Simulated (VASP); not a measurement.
Si8HO16 (a cell with a defect), 25 atoms in the cell. The cell holds a defect, 25 atoms: a = 7.051 Å, b = 7.051 Å, c = 6.977 Å, α = 90.00°, β = 90.00°, γ = 90.00°. 

```yaml
Program: VASP 6.6.1
Task: single point
Functional: LDA
Potentials_or_basis: VASP PAW LDA potentials, release 64 (Si, O, H)
Cutoff: 520 eV
k_mesh: 1 × 1 × 1
Occupations: fermi-dirac, width 0.02 eV
Spin: collinear spin, ferromagnetic start
Starting_moments: "[0.0, 0.0, 0.0, 0.0, 0.0, 0.0, 0.0, 0.0, 0.0, 0.0, 0.0, 0.0, 0.0, 0.0, 0.0, 0.0, 0.0, 0.0, 0.0, 0.0, 0.0, 0.0, 0.0, 0.0, 1.0] μB"
Dipole_correction: no
Further_INCAR_settings: LREAL = Auto; ALGO = Normal; EDIFF = 1e-06; NBANDS = 86
```

Potentials or basis: VASP PAW LDA potentials, release 64 (Si, O, H).

The run is started by

```sh
$ cat potpaw_LDA.64/Si/POTCAR potpaw_LDA.64/O/POTCAR potpaw_LDA.64/H/POTCAR > POTCAR
$ mpirun -np 1 vasp_gam > vasp.out
```

Hardware: 1 thread of AMD EPYC 7R13, on a shared host.

Task: Estimate the wall time of this run.

Result: Run time: 3.1 min on 1 thread of AMD EPYC 7R13 (shared host), peak memory 0.29 GiB. Counts: scf iterations 16, k points 1.
